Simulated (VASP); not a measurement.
A run of VASP 6.6.1:

File POSCAR:

```
Y
1.0
    0.0000000000      2.5514438835      2.5514438835
    2.5514438835      0.0000000000      2.5514438835
    2.5514438835      2.5514438835      0.0000000000
Y
1
Direct
    0.0000000000      0.0000000000      0.0000000000
```

Contents of INCAR.step1:

```
ALGO = Normal ; EDIFF = 1E-4
ENCUT = 520 ; GGA = PE
ISMEAR = 0 ; LASPH = T
LCHARG = F ; LREAL = F
LWAVE = T ; NBANDS = 12
NELM = 60 ; PREC = Accurate
SIGMA = 0.05
```

INCAR.step2

```
ALGO = Normal ; EDIFF = 1E-6
ENCUT = 520 ; ISIF = 2
ISMEAR = 0 ; ISTART = 1
LASPH = T ; LCHARG = F
LMIXTAU = T ; LREAL = F
LWAVE = F ; METAGGA = R2SCAN
NBANDS = 12 ; NELM = 60
PREC = Accurate ; SIGMA = 0.05
```

The input KPOINTS:

```
k-points
0
Gamma
  14 14 14
```

Potentials or basis: VASP PAW PBE potentials, release 64 (Y_sv).

Command:

```bash
$ cat potpaw_PBE.64/Y_sv/POTCAR > POTCAR
$ cp INCAR.step1 INCAR
$ mpirun -np 1 vasp_std > vasp.out
$ cp INCAR.step2 INCAR
$ mpirun -np 1 vasp_std > vasp.out
```

Hardware: 1 thread of Intel Xeon 8259CL (shared host).

**Question.** How long does it take, and how much memory?

**Answer.** Wall time 4.3 min on 1 thread of Intel Xeon 8259CL, with other jobs on the host, peak memory 0.21 GiB. Counts: k points 104.
